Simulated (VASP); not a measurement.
# WC (P1) in VASP: single point with r2SCAN

Aim: the single point of WC with r2SCAN.

All numbers are computed with VASP 6.6.1; they aren't measurements. Logs are shortened: lines on timing, memory, paths and dates and some standing lists are left out, and cuts for length are marked.

### 1 The cell of the first run

The typed cell holds 16 atoms: a = 5.991 Å, b = 5.189 Å, c = 5.845 Å, α = 90.00°, β = 90.00°, γ = 90.00°.

### 2 Single point, r2SCAN

POSCAR

```
WC
1.0
   -2.9956770000     -5.1886650000      0.0000000000
    4.4935150000     -2.5943320000      0.0000000000
    0.0000000000      0.0000000000      5.8447700000
W C
8 8
Direct
    0.7560506169      0.4392292991      0.0324221483
    0.7527309275      0.4695742034      0.5373179783
    0.5124338003     -0.0385252637      0.0437998416
    0.5025041194     -0.0313473900      0.5307137834
    0.2269717022      0.4810563463      0.0398818089
    0.2755204947      0.4903445096      0.5070173848
    0.0227816075     -0.0291428119      0.0222421070
   -0.0239196097     -0.0257828058      0.5216116289
    0.4986084581      0.6358429626      0.2977704854
    0.4999939139      0.6566619379      0.7615013080
    0.2466038449      0.1133067245      0.3167618230
    0.2514195527      0.1341648512      0.7888248810
    0.0026288291      0.6137456140      0.2926548008
    0.0015183147      0.6601398639      0.7791581191
    0.7526023877      0.1072331266      0.2682398110
    0.7577566830      0.1122271244      0.7680199563
```

INCAR.step1

```
PREC = Accurate
ENCUT = 520
ISMEAR = -1
SIGMA = 0.24
LREAL = Auto
LASPH = True
NELM = 80
NBANDS = 86
GGA = PE
ALGO = Normal
EDIFF = 1E-4
LWAVE = True
LCHARG = False
```

INCAR.step2

```
PREC = Accurate
ENCUT = 520
EDIFF = 1E-6
ISMEAR = -1
SIGMA = 0.24
LREAL = Auto
LASPH = True
NELM = 80
ALGO = Normal
ISIF = 2
LWAVE = False
LCHARG = False
METAGGA = R2SCAN
LMIXTAU = True
NBANDS = 86
ISTART = 1
```

KPOINTS

```
Automatic mesh
0
Gamma
  2 2 2
```

Potentials or basis: VASP PAW PBE potentials, release 64 (W_sv, C).

Started as:

```bash
$ cat potpaw_PBE.64/W_sv/POTCAR potpaw_PBE.64/C/POTCAR > POTCAR
$ cp INCAR.step1 INCAR
$ mpirun -np 1 vasp_std > vasp.out
$ cp INCAR.step2 INCAR
$ mpirun -np 1 vasp_std > vasp.out
```

OUTCAR:

```text
PREC = Accurate
   ENCUT = 520
   EDIFF = 1E-6
   ISMEAR = -1
   LREAL = Auto
   LASPH = True
   NELM = 80
   ISIF = 2
   METAGGA = R2SCAN
   ISTART = 1

 ion  position               nearest neighbor table
   1  0.756  0.439  0.032-  15 2.21  16 2.30  13 2.31  14 2.38   9 2.41  10 2.48   5 2.83   3 2.88
                             2 2.90   7 2.91   2 2.96   3 3.08   5 3.18   7 3.19
   2  0.753  0.470  0.537-  13 2.20  10 2.23   9 2.24  14 2.28  16 2.29  15 2.45   6 2.87   1 2.90
                             8 2.90   8 2.94   1 2.96   4 2.99   4 3.00   6 3.14
   3  0.512  0.961  0.044-  15 2.09   9 2.25  10 2.29  16 2.32  12 2.34  11 2.39   4 2.85   1 2.88
                             7 2.94   4 3.00   5 3.02   7 3.06   1 3.08   5 3.19
   4  0.503  0.969  0.531-  10 2.11  11 2.12  16 2.19   9 2.20  15 2.26  12 2.30   6 2.83   8 2.84
                             3 2.85   2 2.99   3 3.00   2 3.00   6 3.03   8 3.15
   5  0.227  0.481  0.040-  13 2.11  14 2.24  12 2.33   9 2.36  10 2.48  11 2.50   6 2.75   7 2.82
                             1 2.83   7 2.92   3 3.02   6 3.13   1 3.18   3 3.19
   6  0.276  0.490  0.507-   9 1.96  13 2.16  10 2.18  11 2.26  14 2.45  12 2.48   5 2.75   4 2.83
                             2 2.87   4 3.03   8 3.09   5 3.13   2 3.14   8 3.22
   7  0.023  0.971  0.022-  12 2.11  14 2.15  15 2.28  16 2.30  11 2.30  13 2.44   5 2.82   1 2.91
                             5 2.92   8 2.93   3 2.94   8 2.94   3 3.06   1 3.19
   8  0.976  0.974  0.522-  16 2.07  15 2.11  11 2.14  14 2.22  13 2.31  12 2.42   4 2.84   2 2.90
                             7 2.93   7 2.94   2 2.94   6 3.09   4 3.15   6 3.22
   9  0.499  0.636  0.298-   6 1.96   4 2.20   2 2.24   3 2.25   5 2.36   1 2.41
  10  0.500  0.657  0.762-   4 2.11   6 2.18   2 2.23   3 2.29   1 2.48   5 2.48
  11  0.247  0.113  0.317-   4 2.12   8 2.14   6 2.26   7 2.30   3 2.39   5 2.50
  12  0.251  0.134  0.789-   7 2.11   4 2.30   5 2.33   3 2.34   8 2.42   6 2.48
  13  0.003  0.614  0.293-   5 2.11   6 2.16   2 2.20   8 2.31   1 2.31   7 2.44
  14  0.002  0.660  0.779-   7 2.15   8 2.22   5 2.24   2 2.28   1 2.38   6 2.45
  15  0.753  0.107  0.268-   3 2.09   8 2.11   1 2.21   4 2.26   7 2.28   2 2.45
  16  0.758  0.112  0.768-   8 2.07   4 2.19   2 2.29   1 2.30   7 2.30   3 2.32

  LATTYP: Found a simple orthorhombic cell.
 ALAT       =     5.1886641423
 B/A-ratio  =     1.1264498606
 C/A-ratio  =     1.1547007163

  Lattice vectors:

 A1 = (   4.4935150000,  -2.5943320000,   0.0000000000)
 A2 = (   0.0000000000,   0.0000000000,   5.8447700000)
 A3 = (  -2.9956770000,  -5.1886650000,   0.0000000000)

Analysis of symmetry for initial positions (statically):
=====================================================================
 Subroutine PRICEL returns:
 Original cell was already a primitive cell.

 Routine SETGRP: Setting up the symmetry group for a
 simple orthorhombic supercell.

 Subroutine GETGRP returns: Found  1 space group operations
 (whereof  1 operations were pure point group operations)
 out of a pool of  8 trial point group operations.
[... 140 lines left out ...]
   EFERMI =   0.00;   METHOD = LEGACY
   ISMEAR =    -1;   SIGMA  =   0.24  broadening in eV -4-tet -1-fermi 0-gaus
   EFERMI_NEDOS =   21; number of points for ismear=-14 and -15
   IALGO  =     38    algorithm
   IMIX   =      4    mixing-type and parameters
     AMIX     =   0.40;   BMIX     =  1.00
     AMIX_MAG =   1.60;   BMIX_MAG =  1.00
  volume/ion in A,a.u.               =      11.36        76.63
  Fermi-wavevector in a.u.,A,eV,Ry     =   1.515001  2.862937 31.228485  2.295229
  Thomas-Fermi vector in A             =   2.624584
   LORBIT       =      0    0 simple, 1 ext, 2 COOP (PROOUT), +10 PAW based schemes
   METAGGA = R2SCAN    functional components
   LHFCALC =     F    Hartree Fock is set to
   AEXX    =    0.0000 exact exchange contribution
   IVDW    =     0    specifies the selected vdW correction
   LEPSILON=     F    determine dielectric tensor
   LRPA    =     F    only Hartree local field effects (RPA)
 non-spin polarized calculation
  energy-cutoff  :      520.00
  volume of cell :      181.70
 maximum number of plane-waves:      4928
 NGX is ok and might be reduce to    48
   NGX = 23   NGY = 19   NGZ = 21

 number of electron     144.0000003 magnetization

 Free energy of the ion-electron system (eV)
  ---------------------------------------------------
  ext. energy  EPLUGINS =         0.00000000
  ---------------------------------------------------
  free energy    TOTEN  =      -488.11020836 eV

  energy without entropy =     -487.32314601  energy(sigma->0) =     -487.71667718

 E-fermi :  10.1571     XC(G=0): -14.3639

 val. band max:       10.1395321413   @ k =   0.0000   0.0000   0.5000
 cond. band min:      10.1693609012   @ k =   0.5000   0.0000   0.5000
 fundamental gap:      0.0298287599
 Fermi energy:        10.1570690761

 k-point     1 :       0.0000    0.0000    0.0000
  band No.  band energies     occupation
      1     -66.4616      2.00000
      2     -66.4136      2.00000
      3     -66.3647      2.00000
      4     -66.2940      2.00000
      5     -66.2508      2.00000
      6     -66.2109      2.00000
[... 685 lines left out ...]
     83      13.4110      0.00000
     84      13.5916      0.00000
 [bands above 84 left out]

------------------------ aborting loop because EDIFF is reached ----------------------------------------

  FORCE on cell =-STRESS in cart. coord.  units (eV):
  Direction    XX          YY          ZZ          XY          YZ          ZX
  --------------------------------------------------------------------------------------
  -------------------------------------------------------------------------------------
  Total      -19.7563845    -16.5053365    -24.4492450     -0.2734316      2.2521310     -0.7690586
  in kB     -174.2087924   -145.5415460   -215.5897227     -2.4110779     19.8589484     -6.7814414
  external PRESSURE =    -178.4466870 kB  Pullay stress =       0.0000000 kB

 VOLUME and BASIS-vectors are now :
 -----------------------------------------------------------------------------
  energy-cutoff  :      520.00
  volume of cell :      181.70
      direct lattice vectors                 reciprocal lattice vectors
    -2.995677000 -5.188665000  0.000000000    -0.083453585 -0.144545854  0.000000000
     4.493515000 -2.594332000  0.000000000     0.166907202 -0.096363914  0.000000000
     0.000000000  0.000000000  5.844770000     0.000000000  0.000000000  0.171093131

 POSITION                                       TOTAL-FORCE (eV/Angst)
 -----------------------------------------------------------------------------------
     -0.29120     -5.06240      0.18950         2.351612     -0.852355     -0.466777
     -0.14490     -5.12390      3.14050         0.050190     -0.206248     -0.356849
      2.78532     -5.15323      0.25600         0.457905      1.657360     -2.537787
      2.84731     -5.12033      3.10190         0.602131     -0.363637      0.972500
      1.48170     -2.42570      0.23310        -2.499115     -2.034288     -2.533110
      1.37800     -2.70170      2.96340        -0.705974      5.261567      5.103149
[... 8 lines left out ...]
     -1.77270     -4.18320      1.56780         1.010616     -0.789634      0.344548
     -1.76570     -4.22290      4.48890         2.194932     -0.427383      1.636750
 -----------------------------------------------------------------------------------
    total drift:                               -0.002848      0.006899     -0.004164

  FREE ENERGIE OF THE ION-ELECTRON SYSTEM (eV)
  ---------------------------------------------------
  free  energy   TOTEN  =      -488.1102083553 eV

  energy  without entropy=     -487.3231460054  energy(sigma->0) =     -487.71667718
```

Wall time 4.7 min (1 thread of Intel Xeon Platinum 8481C at 2.70GHz (Sapphire Rapids), shared host); peak memory 0.34 GiB.

Results:

```yaml
Free_energy: -488.1102 eV
Pressure: -17.8 GPa
Largest_force: 7.364 eV/Å
Band_gap_on_the_k_mesh: zero (band 72 reaches 10.31 eV, above the bottom of band 73 at 10.01 eV)
```

Forces on the atoms (eV/Å):
```
W    2.352 -0.852 -0.467
W    0.050 -0.206 -0.357
W    0.458  1.657 -2.538
W    0.602 -0.364  0.973
W   -2.499 -2.034 -2.533
W   -0.706  5.262  5.103
W    0.744  2.102  0.829
W   -3.295 -2.385  1.134
C   -0.660 -1.569 -2.722
C   -1.381  0.441  1.799
C    1.019 -0.811 -2.569
C    0.467 -0.864 -0.036
C    1.131  0.090 -0.599
C   -1.487  0.749  0.001
C    1.011 -0.790  0.345
C    2.195 -0.427  1.637
```

Caveat: the k points lie up to 0.61 Å⁻¹ apart; the PAW data sets were made with another functional, which shifts forces and pressure a little; spin-orbit coupling is left out, which moves the levels of the heavy elements.
